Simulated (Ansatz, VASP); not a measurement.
## Nb: VASP beside Ansatz

```
CELL_PARAMETERS angstrom
-1.65453 1.65453 1.65453
1.65453 -1.65453 1.65453
1.65453 1.65453 -1.65453
ATOMIC_POSITIONS crystal
Nb 0.00000 0.00000 0.00000
```

Alike in both runs: functional PBE; k mesh 23 × 23 × 23; no spin polarisation.

Ansatz relaxed the structure, and its values are those at the end. VASP's run is a single point on that final structure, the one shown.

```csv
,VASP,Ansatz
version,VASP 6.6.1,Ansatz 0.2.0
potentials or method,"VASP PAW PBE potentials, release 64 (Nb_sv)","plane-wave PAW, scalar-relativistic"
plane-wave cutoff (eV),520,420
occupations,"methfessel-paxton of order 1, width 0.1 eV","cold, width 0.1 eV"
valence electrons in the cell,13,13
```

|  | VASP | Ansatz | Ansatz less VASP |
| --- | --- | --- | --- |
| pressure (GPa) | -0.4 | 0.0 | +0.35 |
